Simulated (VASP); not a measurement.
Input of a VASP 6.6.1 run:

Contents of INCAR:

```
SYSTEM = KZnF3
PREC = Accurate ; ENCUT = 600
EDIFF = 1E-6 ; ISMEAR = 1
SIGMA = 0.001 ; LREAL = .FALSE.
LASPH = .TRUE. ; NELM = 120
ALGO = Normal ; ISIF = 2
LWAVE = .FALSE. ; LCHARG = .FALSE.
GGA = PE ; NBANDS = 29
GGA_COMPAT = .FALSE.
```

The input KPOINTS:

```
regular mesh
0
G
  5 5 5
  0 0 0
```

File POSCAR:

```
KZnF3
1.0
    3.9633868097      0.0000000000      0.0000000000
    0.0000000000      3.9633868097      0.0000000000
    0.0000000000      0.0000000000      3.9633868097
K Zn F
1 1 3
Direct
    0.0000000000      0.0000000000      0.0000000000
    0.5000000000      0.5000000000      0.5000000000
    0.0000000000      0.5000000000      0.5000000000
    0.5000000000      0.0000000000      0.5000000000
    0.5000000000      0.5000000000      0.0000000000
```

Potentials or basis: VASP PAW PBE potentials, release 64 (K_sv, Zn, F).

The run is started by

```bash
$ cat potpaw_PBE.64/K_sv/POTCAR potpaw_PBE.64/Zn/POTCAR potpaw_PBE.64/F/POTCAR > POTCAR
$ mpirun -np 1 vasp_std > vasp.out
```

(1) Estimate the band gap on the k mesh.

(2) What does it give for the pressure?

## Answers

(1) 4.19 eV (least direct gap 6.21 eV).

(2) 11.8 GPa.

Caveat: the cell stands under pressure; an odd mesh through Γ misses points on the zone boundary, where band edges can lie.
